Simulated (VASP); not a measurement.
A run of VASP 6.6.1 is set up as follows.

The input INCAR:

```
PREC = Accurate
ENCUT = 520
EDIFF = 1E-6
ISMEAR = -1
SIGMA = 0.36
LREAL = Auto
LASPH = T
NELM = 80
ALGO = Normal
ISIF = 2
LWAVE = F
LCHARG = F
NBANDS = 86
```

Contents of KPOINTS:

```
regular mesh
0
Gamma
  2 2 2
```

File POSCAR:

```
WC
1.0
   -2.9891740000     -5.1774000000      0.0000000000
    4.4837600000     -2.5887000000      0.0000000000
    0.0000000000      0.0000000000      5.8493330000
W C
8 8
Direct
    0.8007807211      0.4717185825     -0.0052313657
    0.7622241344      0.5054509083      0.5324538712
    0.5385387145     -0.0116005488      0.0148051068
    0.5014003658      0.0180591595      0.5367278628
    0.2647361588      0.4617201729     -0.0039491682
    0.2315997595      0.5204988624      0.5065363863
    0.0006327196      0.0172380567     -0.0096592210
    0.0238502563     -0.0126249920      0.5266583387
    0.5087759775      0.6836494201      0.2895372857
    0.4820128044      0.7107918672      0.7253134674
    0.2656653827      0.1836226860      0.2912639783
    0.2954492935      0.1871753498      0.7461192584
   -0.0130687628      0.6644501922      0.2910930186
    0.0090332801      0.6822849675      0.7842261673
    0.7503271814      0.2144536064      0.2686118229
    0.7611767215      0.1793114853      0.7289378122
```

Potentials or basis: VASP PAW LDA potentials, release 64 (W_sv, C).

Command:

```bash
$ cat potpaw_LDA.64/W_sv/POTCAR potpaw_LDA.64/C/POTCAR > POTCAR
$ mpirun -np 1 vasp_std > vasp.out
```

**Question.** Estimate the largest force.

**Answer.** 6.806 eV/Å.

**Question.** Predict the pressure.

**Answer.** -16.3 GPa.

Forces on the atoms (eV/Å):
```
W    4.211  1.303  3.370
W    2.533  0.539 -3.652
W    1.772  1.273  1.092
W   -1.464 -2.092 -6.309
W    2.617 -2.353  2.012
W   -3.128 -2.931  0.214
W   -1.942 -0.295  3.519
W    3.333 -0.101 -2.583
C   -0.117  0.647 -1.378
C   -3.441  1.054  3.481
C   -0.224  1.092 -1.931
C    1.521  2.630  2.604
C    0.194 -1.102 -1.574
C   -1.172 -0.473 -1.733
C   -2.981  0.926 -0.141
C   -1.714 -0.117  3.007
```

Caveat: the k points lie up to 0.61 Å⁻¹ apart; so wide a smearing shifts energies and pressures; forces of over 1 eV/Å act on the atoms, so gaps and moduli don't describe the material at rest.
